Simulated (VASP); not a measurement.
# In in VASP: notebook

In is run at these levels: r2SCAN; tasks: single point.

Program: VASP 6.6.1. These are calculated values, not measurements. Logs are shortened: lines on timing, memory, paths and dates and some standing lists are left out, and cuts for length are marked.

### Step 1. The cell of the first run

The cell holds a slab with vacuum, 6 atoms: a = 3.401 Å, b = 3.401 Å, c = 26.385 Å, α = 90.00°, β = 90.00°, γ = 84.05°.

### Step 2. Single point, r2SCAN

Contents of POSCAR:

```
In
1.0
    3.4013916276      0.0000000000      0.0000000000
    0.3525311873      3.3830735679      0.0000000000
    0.0000000000      0.0000000000     26.3854997558
In
6
Direct
    0.5000000000      0.5000000000      0.2814848895
    0.0000000000      0.0000000000      0.3680302417
    0.5000000000      0.5000000000      0.4555187301
    0.0000000000      0.0000000000      0.5444812232
    0.5000000000      0.5000000000      0.6319697766
    0.0000000000      0.0000000000      0.7185151389
```

Contents of INCAR.step1:

```
  ALGO = Normal
  DIPOL = 0.5 0.5 0.500
  EDIFF = 1E-4
  ENCUT = 520
  GGA = PE
  IDIPOL = 3
  ISMEAR = 0
  LASPH = True
  LCHARG = False
  LDIPOL = True
  LREAL = False
  LWAVE = True
  NBANDS = 48
  NELM = 100
  PREC = Accurate
  SIGMA = 0.1
```

Contents of INCAR.step2:

```
  ALGO = Normal
  DIPOL = 0.5 0.5 0.500
  EDIFF = 1E-6
  ENCUT = 520
  IDIPOL = 3
  ISIF = 2
  ISMEAR = 0
  ISTART = 1
  LASPH = True
  LCHARG = True
  LDIPOL = True
  LELF = True
  LMIXTAU = True
  LREAL = False
  LVACPOTAV = True
  LVHAR = True
  LWAVE = False
  METAGGA = R2SCAN
  NBANDS = 48
  NELM = 100
  PREC = Accurate
  SIGMA = 0.1
```

Contents of KPOINTS:

```
k-points
0
Gamma
  10 10 1
```

Potentials or basis: VASP PAW PBE potentials, release 64 (In_d).

The run is started by

```bash
$ cat potpaw_PBE.64/In_d/POTCAR > POTCAR
$ cp INCAR.step1 INCAR
$ mpirun -np 1 vasp_std > vasp.out
$ cp INCAR.step2 INCAR
$ mpirun -np 1 vasp_std > vasp.out
```

OUTCAR:

```text
EDIFF = 1E-6
   ENCUT = 520
   ISIF = 2
   ISMEAR = 0
   ISTART = 1
   LASPH = True
   LREAL = False
   METAGGA = R2SCAN
   NELM = 100
   PREC = Accurate

 ion  position               nearest neighbor table
   1  0.500  0.500  0.281-   2 3.22   2 3.22   2 3.41   2 3.41
   2  0.000  0.000  0.368-   1 3.22   1 3.22   3 3.24   3 3.24   1 3.41   1 3.41   3 3.42   3 3.42

   3  0.500  0.500  0.456-   2 3.24   2 3.24   4 3.27   4 3.27   2 3.42   2 3.42   4 3.45   4 3.45

   4  0.000  0.000  0.544-   5 3.24   5 3.24   3 3.27   3 3.27   5 3.42   5 3.42   3 3.45   3 3.45

   5  0.500  0.500  0.632-   6 3.22   6 3.22   4 3.24   4 3.24   6 3.41   6 3.41   4 3.42   4 3.42

   6  0.000  0.000  0.719-   5 3.22   5 3.22   5 3.41   5 3.41

  LATTYP: Found a base centered orthorhombic cell.
 ALAT       =     4.5541999023
 B/A-ratio  =     1.1096190312
 C/A-ratio  =     5.7936630631

  Lattice vectors:

 A1 = (  -0.3525311873,  -3.3830735679,   0.0000000000)
 A2 = (   3.4013916276,   0.0000000000,   0.0000000000)
 A3 = (   0.0000000000,   0.0000000000,  26.3854997558)

Analysis of symmetry for initial positions (statically):
=====================================================================
 Subroutine PRICEL returns:
 Original cell was already a primitive cell.

 Routine SETGRP: Setting up the symmetry group for a
 base centered orthorhombic supercell.

 Subroutine GETGRP returns: Found  8 space group operations
 (whereof  4 operations were pure point group operations)
 out of a pool of  8 trial point group operations.

The static configuration has the point symmetry C_2v.
 The point group associated with its full space group is D_2h.

Analysis of symmetry for dynamics (positions and initial velocities):
=====================================================================
 Subroutine PRICEL returns:
 Original cell was already a primitive cell.

 Routine SETGRP: Setting up the symmetry group for a
 base centered orthorhombic supercell.

 Subroutine GETGRP returns: Found  8 space group operations
 (whereof  4 operations were pure point group operations)
 out of a pool of  8 trial point group operations.

The dynamic configuration has the point symmetry C_2v.
 The point group associated with its full space group is D_2h.

 Subroutine INISYM returns: Found  8 space group operations
 (whereof  4 operations are pure point group operations),
 and found     1 'primitive' translations

----------------------------------------------------------------------------------------

                                     Primitive cell

  volume of cell :     303.6221

  direct lattice vectors                    reciprocal lattice vectors
     3.401391628  0.000000000  0.000000000     0.293997313 -0.030635817  0.000000000
     0.352531187  3.383073568  0.000000000     0.000000000  0.295589197  0.000000000
     0.000000000  0.000000000 26.385499756     0.000000000  0.000000000  0.037899604

  length of vectors
     3.401391628  3.401391628 26.385499756     0.295589197  0.295589197  0.037899604

  position of ions in fractional coordinates (direct lattice)
     0.500000000  0.500000000  0.281484889
     0.000000000  0.000000000  0.368030242
     0.500000000  0.500000000  0.455518730
     0.000000000  0.000000000  0.544481223
     0.500000000  0.500000000  0.631969777
     0.000000000  0.000000000  0.718515139

  ion indices of the primitive-cell ions
   primitive index   ion index
                 1           1
                 2           2
                 3           3
                 4           4
                 5           5
                 6           6

----------------------------------------------------------------------------------------

 KPOINTS: k-points

Automatic generation of k-mesh.
 Grid dimensions read from file:
 generate k-points for:   10   10    1

 Generating k-lattice:

  Cartesian coordinates                     Fractional coordinates (reciprocal lattice)
     0.029399731 -0.003063582  0.000000000     0.100000000 -0.000000000  0.000000000
     0.000000000  0.029558920  0.000000000     0.000000000  0.100000000  0.000000000
     0.000000000  0.000000000  0.037899604     0.000000000  0.000000000  1.000000000

  Length of vectors
     0.029558920  0.029558920  0.037899604

  Shift w.r.t. Gamma in fractional coordinates (k-lattice)
     0.000000000  0.000000000  0.000000000

 Subroutine IBZKPT returns following result:
 ===========================================

 Found     31 irreducible k-points:

 Following reciprocal coordinates:
            Coordinates               Weight
  0.000000  0.000000  0.000000      1.000000
  0.100000  0.000000  0.000000      4.000000
  0.200000  0.000000  0.000000      4.000000
  0.300000  0.000000  0.000000      4.000000
  0.400000 -0.000000  0.000000      4.000000
  0.500000  0.000000  0.000000      2.000000
[... 16 lines left out ...]
  0.300000  0.300000  0.000000      2.000000
  0.400000  0.300000  0.000000      4.000000
 [... further k-points ...]
   k-points           NKPTS =     31   k-points in BZ     NKDIM =     31   number of bands    NBANDS=     48
   number of dos      NEDOS =    301   number of ions     NIONS =      6
   total plane-waves  NPLWV = 153664
   dimension x,y,z NGX =    28 NGY =   28 NGZ =  196
   dimension x,y,z NGXF=    56 NGYF=   56 NGZF=  392
   ions per type =               6
   NGX,Y,Z   is equivalent  to a cutoff of  13.69, 13.69, 12.35 a.u.
   NGXF,Y,Z  is equivalent  to a cutoff of  27.37, 27.37, 24.70 a.u.
 SYSTEM =  unknown system
   PREC   = accura    normal or accurate (medium, high low for compatibility)
   ISTART =      1    job   : 0-new  1-cont  2-samecut
   ICHARG =      0    charge: 1-file 2-atom 10-const
   ISPIN  =      1    spin polarized calculation?
   LNONCOLLINEAR =      F non collinear calculations
   LSORBIT =      F    spin-orbit coupling
   LASPH  =      T    aspherical Exc in radial PAW
   ENCUT  =  520.0 eV  38.22 Ry    6.18 a.u.   6.32  6.32 49.06*2*pi/ulx,y,z
   NELM   =    100;   NELMIN=  2; NELMDL=  0     # of ELM steps
   EDIFF  = 0.1E-05   stopping-criterion for ELM
   LREAL  =      F    real-space projection
   EDIFFG = 0.1E-04   stopping-criterion for IOM
   NSW    =      0    number of steps for IOM
   IBRION =     -1    ionic relax: 0-MD 1-quasi-New 2-CG
   NFREE  =      0    steps in history (QN), initial steepest desc. (CG)
   ISIF   =      2    stress and relaxation
   ISYM   =      2    0-nonsym 1-usesym 2-fastsym
   POTIM  = 0.5000    time-step for ionic-motion
   TEBEG  =    0.0;   TEEND  =   0.0 temperature during run
   PSTRESS=    0.0 pullay stress
   NELECT =      78.0000    total number of electrons
   NUPDOWN=      -1.0000    fix difference up-down
   EMIN   =  10.00;   EMAX   =-10.00  energy-range for DOS
   EFERMI =   0.00;   METHOD = LEGACY
   ISMEAR =     0;   SIGMA  =   0.10  broadening in eV -4-tet -1-fermi 0-gaus
   EFERMI_NEDOS =   21; number of points for ismear=-14 and -15
   IALGO  =     38    algorithm
   IMIX   =      4    mixing-type and parameters
     AMIX     =   0.40;   BMIX     =  1.00
     AMIX_MAG =   1.60;   BMIX_MAG =  1.00
  volume/ion in A,a.u.               =      50.60       341.49
  Fermi-wavevector in a.u.,A,eV,Ry     =   1.040707  1.966651 14.736082  1.083071
  Thomas-Fermi vector in A             =   2.175295
   LORBIT       =      0    0 simple, 1 ext, 2 COOP (PROOUT), +10 PAW based schemes
   METAGGA = R2SCAN    functional components
   LHFCALC =     F    Hartree Fock is set to
   AEXX    =    0.0000 exact exchange contribution
   IVDW    =     0    specifies the selected vdW correction
   LEPSILON=     F    determine dielectric tensor
   LRPA    =     F    only Hartree local field effects (RPA)
 non-spin polarized calculation
 Gauss-broadening in eV      SIGMA  =   0.10
  energy-cutoff  :      520.00
  volume of cell :      303.62
 maximum number of plane-waves:      8247
 NGX is ok and might be reduce to    28
   NGX = 13   NGY = 13   NGZ = 99

 number of electron      77.9999970 magnetization

 dipolmoment           0.000000      0.000000      0.000014 electrons x Angstroem

 Free energy of the ion-electron system (eV)
  ---------------------------------------------------
  ext. energy  EPLUGINS =         0.00000000
  ---------------------------------------------------
  free energy    TOTEN  =      -134.88940912 eV

  energy without entropy =     -134.87446917  energy(sigma->0) =     -134.88193914

 E-fermi :   1.8945     XC(G=0):  -6.3142

 val. band max:        1.8850556684   @ k =   0.5000   0.3000   0.0000
 cond. band min:       1.8991741774   @ k =   0.5000   0.5000   0.0000
 fundamental gap:      0.0141185090
 Fermi energy:         1.8945048060

 k-point     1 :       0.0000    0.0000    0.0000
  band No.  band energies     occupation
      1     -13.4979      2.00000
      2     -13.4455      2.00000
      3     -13.4114      2.00000
      4     -13.3793      2.00000
      5     -13.3745      2.00000
      6     -13.3463      2.00000
[... 40 lines left out ...]
     47       7.7381      0.00000
     48       7.9005      0.00000

 k-point     2 :       0.1000    0.0000    0.0000
  band No.  band energies     occupation
      1     -13.4777      2.00000
      2     -13.4279      2.00000
      3     -13.3950      2.00000
      4     -13.3711      2.00000
      5     -13.3657      2.00000
      6     -13.3334      2.00000
[... 40 lines left out ...]
     47       7.2146      0.00000
     48       8.0276      0.00000

 k-point     3 :       0.2000    0.0000    0.0000
  band No.  band energies     occupation
      1     -13.4350      2.00000
      2     -13.3927      2.00000
      3     -13.3625      2.00000
      4     -13.3467      2.00000
      5     -13.3359      2.00000
      6     -13.3281      2.00000
[... 40 lines left out ...]
     47       6.7713      0.00000
     48       7.2531      0.00000

 k-point     4 :       0.3000    0.0000    0.0000
  band No.  band energies     occupation
      1     -13.3937      2.00000
      2     -13.3670      2.00000
      3     -13.3541      2.00000
      4     -13.3400      2.00000
      5     -13.3359      2.00000
      6     -13.3083      2.00000
[... 958 lines left out ...]
     47       6.3894      0.00000
     48       6.4015      0.00000

 k-point    23 :       0.3000    0.3000    0.0000
  band No.  band energies     occupation
      1     -13.4809      2.00000
      2     -13.3924      2.00000
      3     -13.3594      2.00000
      4     -13.3589      2.00000
      5     -13.3371      2.00000
      6     -13.3166      2.00000
[... 40 lines left out ...]
     47       5.2357      0.00000
     48       5.5635      0.00000

 k-point    24 :       0.4000    0.3000    0.0000
  band No.  band energies     occupation
      1     -13.4923      2.00000
      2     -13.4120      2.00000
      3     -13.4025      2.00000
      4     -13.3798      2.00000
      5     -13.3536      2.00000
      6     -13.3355      2.00000
[... 40 lines left out ...]
     47       4.8981      0.00000
     48       4.9546      0.00000

 [... further k-points ...]

------------------------ aborting loop because EDIFF is reached ----------------------------------------

  FORCE on cell =-STRESS in cart. coord.  units (eV):
  Direction    XX          YY          ZZ          XY          YZ          ZX
  --------------------------------------------------------------------------------------
  -------------------------------------------------------------------------------------
  Total       -2.5239166     -2.4577620      0.1070596     -0.3174270      0.0000000      0.0000000
  in kB      -13.3184039    -12.9693142      0.5649408     -1.6750238      0.0000000      0.0000000
  external PRESSURE =      -8.5742591 kB  Pullay stress =       0.0000000 kB

 VOLUME and BASIS-vectors are now :
 -----------------------------------------------------------------------------
  energy-cutoff  :      520.00
  volume of cell :      303.62
      direct lattice vectors                 reciprocal lattice vectors
     3.401391628  0.000000000  0.000000000     0.293997313 -0.030635817  0.000000000
     0.352531187  3.383073568  0.000000000     0.000000000  0.295589197  0.000000000
     0.000000000  0.000000000 26.385499756     0.000000000  0.000000000  0.037899604

 POSITION                                       TOTAL-FORCE (eV/Angst)
 -----------------------------------------------------------------------------------
      1.87696      1.69154      7.42712         0.000000      0.000000     -0.013101
      0.00000      0.00000      9.71066        -0.000000      0.000000     -0.007107
      1.87696      1.69154     12.01909        -0.000000      0.000000     -0.019690
      0.00000      0.00000     14.36641        -0.000000      0.000000      0.019690
      1.87696      1.69154     16.67484        -0.000000      0.000000      0.007107
      0.00000      0.00000     18.95838         0.000000      0.000000      0.013101
 -----------------------------------------------------------------------------------
    total drift:                               -0.000000     -0.000000      0.002000

  FREE ENERGIE OF THE ION-ELECTRON SYSTEM (eV)
  ---------------------------------------------------
  free  energy   TOTEN  =      -134.8894091185 eV

  energy  without entropy=     -134.8744691678  energy(sigma->0) =     -134.88193914

 vacuum level on the upper side and lower side of the slab         5.989         5.988
```

It took 35 min on 1 thread of Intel Xeon 6975P-C (Granite Rapids), shared host; peak memory 0.59 GiB.

Results:

```
Free energy            : -134.8894 eV
Largest force          : 0.020 eV/Å
Band gap on the k mesh : zero (band 39 reaches 4.93 eV, above the bottom of band 40 at 0.64 eV)
```

Forces in eV/Å, atoms in the order of the input:
```
In   0.000  0.000 -0.013
In   0.000  0.000 -0.007
In   0.000  0.000 -0.020
In   0.000  0.000  0.020
In   0.000  0.000  0.007
In   0.000  0.000  0.013
```

Caveat: the PAW data sets were made with another functional, which shifts forces and pressure a little; spin-orbit coupling is left out, which moves the levels of the heavy elements.

[end of part 1 of 2]
